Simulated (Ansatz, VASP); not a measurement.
# I: VASP beside Ansatz

File INCAR:

```
SYSTEM = I
  PREC = Accurate
  ENCUT = 500
  EDIFF = 1E-6
  ISMEAR = 0
  SIGMA = 0.1
  LREAL = .False.
  LASPH = .True.
  NELM = 120
  ALGO = Normal
  ISIF = 2
  LWAVE = .False.
  LCHARG = .False.
  GGA = PS
  NBANDS = 10
  GGA_COMPAT = .False.
```

KPOINTS

```
Automatic mesh
0
Gamma
  6 6 6
  0 0 0
```

Contents of POSCAR:

```
I
1.0
    0.0000000000      2.3656004428      3.9098401324
    2.1922454667      0.0000000000      3.9098401324
    2.1922454667      2.3656004428      0.0000000000
I
1
Direct
    0.0000000000      0.0000000000      0.0000000000
```

Input for Ansatz:

```yaml
crystal:
  lattice:
    - [0.0, 2.3656004428, 3.9098401324]
    - [2.1922454667, 0.0, 3.9098401324]
    - [2.1922454667, 2.3656004428, 0.0]
  atoms:
    - { symbol: I, position: [0.0, 0.0, 0.0] }
basis:
  ecutwfc: 420
  xc_grid: 3
kpoints:
  mp_grid: { grid: [6, 6, 6] }
hamiltonian:
  xc: pbesol
scf:
  occupations: { method: gaussian, width: 0.1 }
  mixing: { beta: 0.17, ndim: 4 }
  initial_density: { chi_scale: 0, normalization: atom }
  max_iter: 98
output:
  forces: true
  stress: true
  eigenvalues: true
```

Alike in both runs: task single point; functional PBEsol; k mesh 6 × 6 × 6; occupations gaussian, width 0.1 eV; no spin polarisation.

```csv
,VASP,Ansatz
version,VASP 6.6.1,Ansatz 0.2.0
potentials or method,"VASP PAW PBE potentials, release 64 (I), cutoff 500 eV","scalar-relativistic, plane waves, PAW"
valence electrons in the cell,7,17
```

|  | VASP | Ansatz | Ansatz less VASP |
| --- | --- | --- | --- |
| gap on the k mesh at the Fermi level (eV) | none | none | - |
| pressure (GPa) | -1.3 | -1.3 | 0.00 |
| traceless stress, the component that is largest in VASP (GPa) | 0.96 | 0.95 | -0.016 |

VASP's potentials were made for PBE, not for PBEsol. A gap of «none» marks a metal or a gap that the smearing closes. The functional is the same, so the differences come from potentials, cutoffs and numerics. VASP's potentials hold 7 valence electrons a cell and Ansatz's 17, so a difference there can come from the potentials and not from the codes.

Spin-orbit coupling is off throughout.
